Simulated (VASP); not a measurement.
# Ga2SnSe3 (P-4m2) in VASP: a series of runs

The runs below take Ga2SnSe3 through single point, relaxation of cell and atoms, with PBE.

Everything below comes from runs of VASP 6.6.1. Logs are shortened: lines on timing, memory, paths and dates and some standing lists are left out, and cuts for length are marked.

### Step 1. The cell of the first run

It takes space group P-4m2 (No. 115, tetragonal). Conventional cell: a = 4.098 Å, b = 4.098 Å, c = 9.029 Å, α = 90.00°, β = 90.00°, γ = 90.00°. Within 4.1 Å of Ga (site symmetry 2mm) lie 7 Se at 3.08 to 3.17 Å and 2 Sn at 3.17 Å and 4 Ga at 4.10 Å. Sn (site symmetry -4m2) has 4 Se at 2.90 Å and 4 Ga at 3.17 Å within 3.8 Å. Within 4.1 Å of Se (site symmetry 2mm) lie 5 Ga at 3.08 to 3.14 Å and 10 Se at 3.58 to 4.10 Å and 2 Sn at 4.02 Å. Within 3.8 Å of Se (site symmetry -4m2) lie 4 Sn at 2.90 Å and 4 Ga at 3.17 Å.

### Step 2. Single point, PBE

The input, INCAR:

```
SYSTEM = Ga2SnSe3
ALGO = Normal ; EDIFF = 1E-6
ENCUT = 520 ; GGA = PE
ISIF = 2 ; ISMEAR = 0
LASPH = .True. ; LCHARG = .True.
LELF = .True. ; LREAL = .False.
LVHAR = .True. ; LWAVE = .False.
NBANDS = 38 ; NELM = 100
PREC = Accurate ; SIGMA = 0.1
```

The input, KPOINTS:

```
k-points
0
Gamma
  4 4 2
  0 0 0
```

The input, POSCAR:

```
Ga2SnSe3
1.0
    4.0983068800      0.0000000000      0.0000000000
    0.0000000000      4.0983068800      0.0000000000
    0.0000000000      0.0000000000      9.0289548300
Ga Sn Se
2 1 3
Direct
    0.0000000000      0.5000000000      0.7315000300
    0.5000000000      0.0000000000      0.2684999700
    0.0000000000      0.0000000000      0.0000000000
    0.0000000000      0.5000000000      0.3835000100
    0.5000000000      0.0000000000      0.6164999900
    0.5000000000      0.5000000000      0.0000000000
```

Potentials or basis: VASP PAW PBE potentials, release 64 (Ga_d, Sn_d, Se).

Command:

```bash
> cat potpaw_PBE.64/Ga_d/POTCAR potpaw_PBE.64/Sn_d/POTCAR potpaw_PBE.64/Se/POTCAR > POTCAR
> mpirun -np 1 vasp_std > vasp.out
```

OUTCAR:

```text
SYSTEM = Ga2SnSe3
   EDIFF = 1E-6
   ENCUT = 520
   GGA = PE
   ISIF = 2
   ISMEAR = 0
   LASPH = .True.
   LREAL = .False.
   NELM = 100
   PREC = Accurate

 ion  position               nearest neighbor table
   1  0.000  0.500  0.732-   3 3.17   3 3.17
   2  0.500  0.000  0.268-   3 3.17   3 3.17
   3  0.000  0.000  0.000-   6 2.90   6 2.90   6 2.90   6 2.90   2 3.17   2 3.17   1 3.17   1 3.17

   4  0.000  0.500  0.384-
   5  0.500  0.000  0.616-
   6  0.500  0.500  0.000-   3 2.90   3 2.90   3 2.90   3 2.90

  LATTYP: Found a simple tetragonal cell.
 ALAT       =     4.0983068800
 C/A-ratio  =     2.2030938859

  Lattice vectors:

 A1 = (   4.0983068800,   0.0000000000,   0.0000000000)
 A2 = (   0.0000000000,   4.0983068800,   0.0000000000)
 A3 = (   0.0000000000,   0.0000000000,   9.0289548300)

Analysis of symmetry for initial positions (statically):
=====================================================================
 Subroutine PRICEL returns:
 Original cell was already a primitive cell.

 Routine SETGRP: Setting up the symmetry group for a
 simple tetragonal supercell.

 Subroutine GETGRP returns: Found  8 space group operations
 (whereof  8 operations were pure point group operations)
 out of a pool of 16 trial point group operations.

The static configuration has the point symmetry D_2d.

Analysis of symmetry for dynamics (positions and initial velocities):
=====================================================================
 Subroutine PRICEL returns:
 Original cell was already a primitive cell.

 Routine SETGRP: Setting up the symmetry group for a
 simple tetragonal supercell.

 Subroutine GETGRP returns: Found  8 space group operations
 (whereof  8 operations were pure point group operations)
 out of a pool of 16 trial point group operations.

The dynamic configuration has the point symmetry D_2d.

 Subroutine INISYM returns: Found  8 space group operations
 (whereof  8 operations are pure point group operations),
 and found     1 'primitive' translations

----------------------------------------------------------------------------------------

                                     Primitive cell

  volume of cell :     151.6514
[... 81 lines left out ...]
   LASPH  =      T    aspherical Exc in radial PAW
   ENCUT  =  520.0 eV  38.22 Ry    6.18 a.u.   7.62  7.62 16.79*2*pi/ulx,y,z
   NELM   =    100;   NELMIN=  2; NELMDL= -5     # of ELM steps
   EDIFF  = 0.1E-05   stopping-criterion for ELM
   LREAL  =      F    real-space projection
   EDIFFG = 0.1E-04   stopping-criterion for IOM
   NSW    =      0    number of steps for IOM
   IBRION =     -1    ionic relax: 0-MD 1-quasi-New 2-CG
   NFREE  =      0    steps in history (QN), initial steepest desc. (CG)
   ISIF   =      2    stress and relaxation
   ISYM   =      2    0-nonsym 1-usesym 2-fastsym
   POTIM  = 0.5000    time-step for ionic-motion
   TEBEG  =    0.0;   TEEND  =   0.0 temperature during run
   PSTRESS=    0.0 pullay stress
   NELECT =      58.0000    total number of electrons
   NUPDOWN=      -1.0000    fix difference up-down
   EMIN   =  10.00;   EMAX   =-10.00  energy-range for DOS
   EFERMI =   0.00;   METHOD = LEGACY
   ISMEAR =     0;   SIGMA  =   0.10  broadening in eV -4-tet -1-fermi 0-gaus
   EFERMI_NEDOS =   21; number of points for ismear=-14 and -15
   IALGO  =     38    algorithm
   IMIX   =      4    mixing-type and parameters
     AMIX     =   0.40;   BMIX     =  1.00
     AMIX_MAG =   1.60;   BMIX_MAG =  1.00
  volume/ion in A,a.u.               =      25.28       170.57
  Fermi-wavevector in a.u.,A,eV,Ry     =   1.188325  2.245609 19.213019  1.412117
  Thomas-Fermi vector in A             =   2.324457
   LORBIT       =      0    0 simple, 1 ext, 2 COOP (PROOUT), +10 PAW based schemes
   GGA     = PE    functional components
   LHFCALC =     F    Hartree Fock is set to
   AEXX    =    0.0000 exact exchange contribution
   IVDW    =     0    specifies the selected vdW correction
   LEPSILON=     F    determine dielectric tensor
   LRPA    =     F    only Hartree local field effects (RPA)
 non-spin polarized calculation
 Gauss-broadening in eV      SIGMA  =   0.10
  energy-cutoff  :      520.00
  volume of cell :      151.65
 maximum number of plane-waves:      4104
   NGX = 15   NGY = 15   NGZ = 33

 number of electron      58.0000030 magnetization

 Free energy of the ion-electron system (eV)
  ---------------------------------------------------
  ext. energy  EPLUGINS =         0.00000000
  ---------------------------------------------------
  free energy    TOTEN  =       -19.86590994 eV

  energy without entropy =      -19.83947488  energy(sigma->0) =      -19.85269241

 E-fermi :   3.7443     XC(G=0):  -9.6864

 val. band max:        3.6563647923   @ k =   0.2500   0.0000   0.5000
 cond. band min:       3.7489776558   @ k =   0.2500   0.2500   0.0000
 fundamental gap:      0.0926128635
 Fermi energy:         3.7442854767

 k-point     1 :       0.0000    0.0000    0.0000
  band No.  band energies     occupation
      1     -18.1369      2.00000
      2     -18.1041      2.00000
      3     -18.1041      2.00000
      4     -18.0952      2.00000
      5     -18.0846      2.00000
      6     -10.6151      2.00000
[... 481 lines left out ...]
     37       9.8815      0.00000
     38       9.8815      0.00000

------------------------ aborting loop because EDIFF is reached ----------------------------------------

  FORCE on cell =-STRESS in cart. coord.  units (eV):
  Direction    XX          YY          ZZ          XY          YZ          ZX
  --------------------------------------------------------------------------------------
  -------------------------------------------------------------------------------------
  Total       -3.9669402     -3.9669402     -1.8982490      0.0000000     -0.0000000      0.0000000
  in kB      -41.9102069    -41.9102069    -20.0547540      0.0000000     -0.0000000      0.0000000
  external PRESSURE =     -34.6250560 kB  Pullay stress =       0.0000000 kB

 VOLUME and BASIS-vectors are now :
 -----------------------------------------------------------------------------
  energy-cutoff  :      520.00
  volume of cell :      151.65
      direct lattice vectors                 reciprocal lattice vectors
     4.098306880  0.000000000  0.000000000     0.244003202  0.000000000  0.000000000
     0.000000000  4.098306880  0.000000000     0.000000000  0.244003202  0.000000000
     0.000000000  0.000000000  9.028954830     0.000000000  0.000000000  0.110754790

 POSITION                                       TOTAL-FORCE (eV/Angst)
 -----------------------------------------------------------------------------------
      0.00000      2.04915      6.60468         0.000000      0.000000     -1.472915
      2.04915      0.00000      2.42427         0.000000     -0.000000      1.472915
      0.00000      0.00000      0.00000         0.000000     -0.000000      0.000000
      0.00000      2.04915      3.46260         0.000000     -0.000000     -0.492534
      2.04915      0.00000      5.56635         0.000000     -0.000000      0.492534
      2.04915      2.04915      0.00000        -0.000000     -0.000000      0.000000
 -----------------------------------------------------------------------------------
    total drift:                                0.000000      0.000000      0.000000

  FREE ENERGIE OF THE ION-ELECTRON SYSTEM (eV)
  ---------------------------------------------------
  free  energy   TOTEN  =       -19.8659099393 eV

  energy  without entropy=      -19.8394748811  energy(sigma->0) =      -19.85269241
```

OSZICAR:

```text
N       E                     dE             d eps       ncg     rms          rms(c)
DAV:   1     0.535575618558E+03    0.53558E+03   -0.26371E+04   966   0.206E+03
DAV:   2     0.637141794906E+02   -0.47186E+03   -0.45709E+03   982   0.568E+02
DAV:   3    -0.154646612166E+02   -0.79179E+02   -0.77044E+02  1074   0.171E+02
DAV:   4    -0.204141347452E+02   -0.49495E+01   -0.48954E+01  1114   0.438E+01
DAV:   5    -0.205642949256E+02   -0.15016E+00   -0.14997E+00  1222   0.806E+00    0.463E+00
DAV:   6    -0.198924161400E+02    0.67188E+00   -0.26131E+00  1214   0.944E+00    0.275E+00
DAV:   7    -0.198759234378E+02    0.16493E-01   -0.40084E-01  1028   0.238E+00    0.163E+00
DAV:   8    -0.198666782850E+02    0.92452E-02   -0.86031E-02  1070   0.121E+00    0.504E-01
DAV:   9    -0.198658871258E+02    0.79116E-03   -0.13763E-02  1142   0.610E-01    0.136E-01
DAV:  10    -0.198658433515E+02    0.43774E-04   -0.25165E-03  1142   0.249E-01    0.801E-02
DAV:  11    -0.198659109836E+02   -0.67632E-04   -0.54888E-04  1268   0.106E-01    0.237E-02
DAV:  12    -0.198659098972E+02    0.10864E-05   -0.10107E-04  1072   0.477E-02    0.669E-03
DAV:  13    -0.198659102989E+02   -0.40173E-06   -0.12752E-05  1068   0.170E-02    0.486E-03
DAV:  14    -0.198659099393E+02    0.35962E-06   -0.35513E-06   902   0.884E-03
   1 F= -.19865910E+02 E0= -.19852692E+02  d E =-.264351E-01
```

stdout:

```text
POSCAR found type information on POSCAR GaSnSe
 POSCAR found :  3 types and       6 ions
 scaLAPACK will be used
 LDA part: xc-table for (Slater+PW92), standard interpolation
 POSCAR, INCAR and KPOINTS ok, starting setup
 FFT: planning ... GRIDC
 FFT: planning ... GRID_SOFT
 FFT: planning ... GRID
 WAVECAR not read
 entering main loop
```

It took 37 s on 1 thread of Intel Xeon 6975P-C (Granite Rapids), shared host; peak memory 0.26 GiB.

What came out:

```yaml
Free_energy: -19.8659 eV
Pressure: -3.5 GPa
Largest_force: 1.473 eV/Å
Band_gap_on_the_k_mesh: zero (band 29 reaches 3.97 eV, above the bottom of band 30 at 2.56 eV)
```

Forces on the atoms (eV/Å):
```
Ga   0.000  0.000 -1.473
Ga   0.000  0.000  1.473
Sn   0.000  0.000  0.000
Se   0.000  0.000 -0.493
Se   0.000  0.000  0.493
Se   0.000  0.000  0.000
```

Stress tensor (GPa, compression positive):
```
-4.19  0.00  0.00
 0.00 -4.19  0.00
 0.00  0.00 -2.01
```

Caveat: the k points lie up to 0.38 Å⁻¹ apart; spin-orbit coupling is left out, which moves the levels of the heavy elements; forces of over 1 eV/Å act on the atoms, so gaps and moduli don't describe the material at rest.

(Continued in part 2 of 3.)
